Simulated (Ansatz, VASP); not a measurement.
**One calculation of FeO, two programs**

```
Fe O
1.0
     1.58442    0.91477    2.48306
    -1.58442    0.91477    2.48306
     0.00000   -1.82953    2.48306
Fe O
1 1
Direct
  0.00000 0.00000 0.00000
  0.50000 0.50000 0.50000
```

Alike in both runs: functional PBE; k mesh 12 × 12 × 12; occupations gaussian, width 0.02 eV; collinear spin; Hubbard terms Fe d U = 5.3 eV.

Ansatz relaxed the structure, and its values are those at the end. VASP's run is a single point on that final structure, the one shown.

|  | VASP | Ansatz |
| --- | --- | --- |
| version | VASP 6.6.1 | Ansatz 0.2.0 |
| potentials or method | VASP PAW PBE potentials, release 64 (Fe_sv, O), cutoff 600 eV | scalar-relativistic, plane waves, PAW |
| valence electrons in the cell | 22 | 22 |

Ansatz gave:

| Property | Result |
| --- | --- |
| pressure (GPa) | 0.0 |
| net moment per atom (μB) | 2.00 |
| size of the moment on the site where the two differ most (μB) | 3.54 |

Question: What did VASP give for the same quantities?

Answer: Pressure (GPa): -10.5; net moment per atom (μB): 2.01; size of the moment on the site where the two differ most (μB): 3.68.

Site moments also hang on the region over which each program counts them. The programs project onto different local orbitals, so the same U acts differently, and such runs can settle in different states.
